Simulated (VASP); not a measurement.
Set up this calculation in VASP 6.6.1, as the native input.

```yaml
Task: single point
Functional: PBE
Dispersion: D3(BJ)
Potentials_or_basis: VASP PAW PBE potentials, release 64 (C)
Cutoff: 520 eV
k_mesh: 22 × 22 × 4
Occupations: gaussian, width 0.15 eV
Spin: no spin polarisation
Dipole_correction: no
Further_INCAR_settings: ALGO = Normal; EDIFF = 1e-06; NBANDS = 26
```

The structure of C lies in POSCAR:

```
C
1.0
   -1.2324898335     -2.1347350114      0.0000000000
    1.2324898335     -2.1347350114      0.0000000000
    0.0000000000      0.0000000000     16.4768657407
C
8
Direct
    1.0000000000      1.0000000000      0.7156448238
    1.0000000000      1.0000000000      0.3066815552
    0.0000000000      0.0000000000      0.1021999208
    0.0000000000      0.0000000000      0.5111631895
    0.6666666667      0.6666666667      0.7156448238
    0.6666666667      0.6666666667      0.3066815552
    0.3333333333      0.3333333333      0.1021999208
    0.3333333333      0.3333333333      0.5111631895
```

One way to write it, as run:

INCAR

```
PREC = Accurate
ENCUT = 520
EDIFF = 1E-6
ISMEAR = 0
SIGMA = 0.15
LREAL = F
LASPH = T
NELM = 60
ALGO = Normal
ISIF = 2
LWAVE = F
LCHARG = T
GGA = PE
IVDW = 12
LELF = T
LVHAR = T
NBANDS = 26
```

KPOINTS

```
Automatic mesh
0
Gamma
  22 22 4
```

Potentials or basis: VASP PAW PBE potentials, release 64 (C).

Run with:

```console
$ cat potpaw_PBE.64/C/POTCAR > POTCAR
$ mpirun -np 1 vasp_std > vasp.out
```

Results of the run:

| Quantity | Value |
| --- | --- |
| Pressure | 0.4 GPa |
| Largest force | 0.015 eV/Å |
| Band gap on the k mesh | 0.39 eV, direct |
| Dispersion energy per atom | -0.139 eV |

Wall time 6.3 min on 1 thread of Oxide Virtual Turin-like Processor (shared host), peak memory 0.37 GiB.
